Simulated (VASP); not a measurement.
A run of VASP 6.6.1:

File POSCAR:

```
P
1.0
   -4.2729048574      0.0000000000      0.0000000000
    0.0000000000     -4.2729048574      0.0000000000
    0.0000000000      0.0000000000      8.7560000000
P
2
Direct
    0.0000000000      0.0000000000      0.0000000000
    0.0000000000      0.0000000000      0.5000000000
```

File INCAR.step1:

```
SYSTEM = P
  PREC = Accurate
  ENCUT = 550
  ISMEAR = 0
  SIGMA = 0.15
  LREAL = .FALSE.
  LASPH = .TRUE.
  NELM = 120
  NBANDS = 12
  GGA = PE
  ALGO = Normal
  EDIFF = 1E-5
  LWAVE = .TRUE.
  LCHARG = .FALSE.
  GGA_COMPAT = .FALSE.
```

The input INCAR.step2:

```
SYSTEM = P
  PREC = Accurate
  ENCUT = 550
  EDIFF = 1E-6
  ISMEAR = 0
  SIGMA = 0.15
  LREAL = .FALSE.
  LASPH = .TRUE.
  NELM = 120
  ALGO = Normal
  ISIF = 2
  LWAVE = .FALSE.
  LCHARG = .FALSE.
  METAGGA = R2SCAN
  LMIXTAU = .TRUE.
  NBANDS = 12
  ISTART = 1
  GGA_COMPAT = .FALSE.
```

KPOINTS

```
regular mesh
0
G
  11 11 6
  0 0 0
```

Potentials or basis: VASP PAW PBE potentials, release 64 (P).

Run with:

```bash
$ cat potpaw_PBE.64/P/POTCAR > POTCAR
$ cp INCAR.step1 INCAR
$ mpirun -np 1 vasp_std > vasp.out
$ cp INCAR.step2 INCAR
$ mpirun -np 1 vasp_std > vasp.out
```

Hardware: 1 thread of Intel Xeon 8259CL (shared host).

Task: Estimate the wall time of this run.

Result: It took 16 min on 1 thread of Intel Xeon 8259CL, on a shared host, peak memory 0.39 GiB. Counts: k points 84.
